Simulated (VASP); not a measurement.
# Al3InAs4: vibrations by perturbation theory with PBE

Al3InAs4:

```
CELL_PARAMETERS angstrom
5.83601 0.00000 0.00000
0.00000 5.83601 0.00000
0.00000 0.00000 5.83601
ATOMIC_POSITIONS crystal
Al 0.50000 0.00000 0.00000
Al 0.00000 0.00000 0.50000
Al 0.00000 0.50000 0.00000
In 0.50000 0.50000 0.50000
As 0.76073 0.23927 0.76073
As 0.76073 0.76073 0.23927
As 0.23927 0.23927 0.23927
As 0.23927 0.76073 0.76073
```

```json
{
 "Program": "VASP 6.6.1",
 "Task": "vibrations by perturbation theory",
 "Functional": "PBE",
 "Potentials or basis": "VASP PAW PBE potentials, release 64 (Al, In_d, As)",
 "Cutoff": "500 eV",
 "k mesh": "6 × 6 × 6",
 "Occupations": "gaussian, width 0.01 eV",
 "Spin": "no spin polarisation",
 "Dipole correction": "no",
 "Further INCAR settings": "ALGO = Normal; EDIFF = 1e-08; NBANDS = 31; IBRION = 8; NSW = 1"
}
```

The electronic dielectric tensor (diagonal) is 10.98, the born charges (mean of the diagonal) is Al +2.18; In +2.44; As -2.24 e and the highest phonon frequency at Γ, LO-TO splitting left out is 352 cm⁻¹.

Phonon frequencies in cm⁻¹ (negative: imaginary):
```tsv
q point	frequencies
(0.000, 0.000, 0.000)	0 0 0 69 69 69 99 99 99 201 201 201 211 211 211 300 300 300 334 334 334 352 352 352
```

Electronic dielectric tensor:
```
10.98  0.00  0.00
 0.00 10.98  0.00
 0.00  0.00 10.98
```

Born effective charge tensors (e):
atom 1, Al
```
2.33 0.00 0.00
0.00 2.10 0.00
0.00 0.00 2.10
```
atom 2, Al
```
2.10 0.00 0.00
0.00 2.10 0.00
0.00 0.00 2.33
```
atom 3, Al
```
2.10 0.00 0.00
0.00 2.33 0.00
0.00 0.00 2.10
```
atom 4, In
```
2.44 0.00 0.00
0.00 2.44 0.00
0.00 0.00 2.44
```
atom 5, As
```
-2.24 -0.06  0.06
-0.06 -2.24 -0.06
 0.06 -0.06 -2.24
```
atom 6, As
```
-2.24  0.06 -0.06
 0.06 -2.24 -0.06
-0.06 -0.06 -2.24
```
atom 7, As
```
-2.24  0.06  0.06
 0.06 -2.24  0.06
 0.06  0.06 -2.24
```
atom 8, As
```
-2.24 -0.06 -0.06
-0.06 -2.24  0.06
-0.06  0.06 -2.24
```

Wall time 51 min on 1 thread of Intel(R) Xeon(R) 6975P-C (Granite Rapids), on a shared host, peak memory 1.2 GiB.
